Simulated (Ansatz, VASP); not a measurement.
# One calculation of NaSr, two programs

```
Na Sr
1.0
     0.00000   -2.39828    6.50446
    -4.15395   -7.19485    0.00000
     4.15395   -7.19485    0.00000
Na Sr
4 4
Direct
  0.00000 0.00000 0.00000
  0.00000 0.00000 0.50000
  0.00000 0.50000 0.00000
  0.00000 0.50000 0.50000
  0.50000 0.75000 0.75000
  0.50000 0.75000 0.25000
  0.50000 0.25000 0.75000
  0.50000 0.25000 0.25000
```

Alike in both runs: task single point; functional PBE; k mesh 4 × 4 × 4; occupations gaussian, width 0.2 eV; no spin polarisation.

|  | VASP | Ansatz |
| --- | --- | --- |
| version | VASP 6.6.1 | Ansatz 0.2.0 |
| potentials or method | VASP PAW PBE potentials, release 64 (Na_pv, Sr_sv), cutoff 520 eV | scalar-relativistic, plane waves, PAW |
| valence electrons in the cell | 68 | 76 |

```csv
,VASP,Ansatz,Ansatz less VASP
gap on the k mesh at the Fermi level (eV),none,none,-
pressure (GPa),0.0,0.0,0.00
"traceless stress, the component that is largest in VASP (GPa)",0.08,0.08,+0.001
```

A gap of «none» marks a metal or a gap that the smearing closes. The functional is the same, so the differences come from potentials, cutoffs and numerics. VASP's potentials hold 68 valence electrons a cell and Ansatz's 76, so a difference there can come from the potentials and not from the codes.
